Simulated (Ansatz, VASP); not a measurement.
**BeCd2Se3 in VASP and in Ansatz**

```
Be Cd Se
1.0
     3.70873    0.00000    0.00000
     0.00000    3.70873    0.00000
     0.00000    0.00000   11.49432
Be Cd Se
1 2 3
Direct
  0.00000 0.00000 0.00000
  0.50000 0.00000 0.40736
  0.00000 0.50000 0.59264
  0.50000 0.00000 0.65650
  0.00000 0.50000 0.34350
  0.50000 0.50000 0.00000
```

Change from the starting cell: species swapped into the Ti2CuSb3 type (P-4m2, No. 115).

Alike in both runs: functional PBE; k mesh 6 × 6 × 2; occupations gaussian, width 0.1 eV; no spin polarisation.

Ansatz relaxed the structure, and its values are those at the end. VASP's run is a single point on that final structure, the one shown.

```csv
,VASP,Ansatz
version,VASP 6.6.1,Ansatz 0.2.0
potentials or method,"VASP PAW PBE potentials, release 64 (Be, Cd, Se), cutoff 520 eV","scalar-relativistic, plane waves, PAW"
valence electrons in the cell,44,90
```

VASP gave:

```
gap on the k mesh at the Fermi level (eV) : none
pressure (GPa)                            : 0.2
rms of the force components (eV/Å)        : 0.007
```

**Question.** Which values does Ansatz return?

**Answer.** gap on the k mesh at the Fermi level (eV): none; pressure (GPa): -0.1; rms of the force components (eV/Å): 0.010.

A gap of «none» marks a metal or a gap that the smearing closes. VASP's potentials hold 44 valence electrons a cell and Ansatz's 90, so a difference there can come from the potentials and not from the codes.
